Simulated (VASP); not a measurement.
A run of VASP 6.6.1 is set up as follows.

File INCAR:

```
  PREC = Accurate
  ENCUT = 520
  EDIFF = 1E-6
  ISMEAR = 0
  SIGMA = 0.2
  LREAL = F
  LASPH = T
  NELM = 80
  ALGO = Normal
  ISIF = 2
  LWAVE = F
  LCHARG = F
  GGA = PE
  NBANDS = 53
```

KPOINTS

```
Automatic mesh
0
Gamma
  8 4 4
```

Contents of POSCAR:

```
Mo3H
1.0
    2.2879212757     -1.5673944628     -0.0110372328
    2.2879212757      4.7021833885     -0.0110372328
   -1.4997202088      0.0000000000      6.9435621307
H Mo
2 6
Direct
    0.5000000000      0.5000000000      0.5000000000
    1.0000000000      0.0000000000      0.5000000000
    0.6010137970      0.2003379323      0.6830037566
    0.1010137970      0.7003379323      0.6830037566
    0.8989862030      0.2996620677      0.3169962434
    0.3989862030      0.7996620677      0.3169962434
    0.5000000000      0.5000000000      1.0000000000
    0.0000000000      0.0000000000      0.0000000000
```

Potentials or basis: VASP PAW PBE potentials, release 64 (H, Mo_sv).

Launch:

```bash
$ cat potpaw_PBE.64/H/POTCAR potpaw_PBE.64/Mo_sv/POTCAR > POTCAR
$ mpirun -np 1 vasp_std > vasp.out
```

(1) Predict the largest force.

(2) Estimate the pressure.

(3) Predict the band gap on the k mesh.

Answers

(1) 0.035 eV/Å.

(2) 0.4 GPa.

(3) zero (bands 43 and 44 overlap by 1.27 eV).
